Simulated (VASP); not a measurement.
Wanted: the native input for a VASP 6.6.1 run.

- Task: relaxation of shape and atoms at fixed volume
- Functional: PBE
- Potentials or basis: VASP PAW PBE potentials, release 64 (Zn, O)
- Cutoff: 600 eV
- k mesh: 9 × 9 × 6
- Occupations: gaussian, width 0.02 eV
- Spin: no spin polarisation
- Dipole correction: no
- Further INCAR settings: ALGO = Normal; EDIFF = 1e-06; IBRION = 2; EDIFFG = -0.01; NSW = 50; ISIF = 4

The structure of ZnO (zincite) lies in POSCAR:

```
ZnO
1.0
    3.1426788876      0.0000000000      0.0000000000
   -1.5713394438      2.7216397526      0.0000000000
    0.0000000000      0.0000000000      5.0724596160
Zn O
2 2
Direct
    0.3333333333      0.6666666667      0.4999685893
    0.6666666667      0.3333333333     -0.0000314107
    0.6666666667      0.3333333333      0.3790414107
    0.3333333333      0.6666666667      0.8790414107
```

This cell differs from its parent crystal: volume scaled by 0.88.

The input as run:

INCAR

```
  PREC = Accurate
  ENCUT = 600
  EDIFF = 1E-6
  ISMEAR = 0
  SIGMA = 0.02
  LREAL = F
  LASPH = T
  NELM = 80
  ALGO = Normal
  ISIF = 4
  LWAVE = F
  LCHARG = F
  GGA = PE
  IBRION = 2
  NSW = 50
  EDIFFG = -0.01
```

KPOINTS

```
Automatic mesh
0
Gamma
  9 9 6
```

Potentials or basis: VASP PAW PBE potentials, release 64 (Zn, O).

Command:

```sh
$ cat potpaw_PBE.64/Zn/POTCAR potpaw_PBE.64/O/POTCAR > POTCAR
$ mpirun -np 1 vasp_std > vasp.out
```

It gave:

```yaml
Pressure_after_relaxing: 23.3 GPa
Largest_force_after_relaxing: 0.010 eV/Å
Band_gap_on_the_k_mesh: 0.91 eV, direct
```

Caveat: the relaxation stopped at its first step, so nothing moved.

Run time: 44 s on 1 thread of Intel(R) Xeon(R) Platinum 8488C (Sapphire Rapids), on a shared host, peak memory 0.2 GiB.
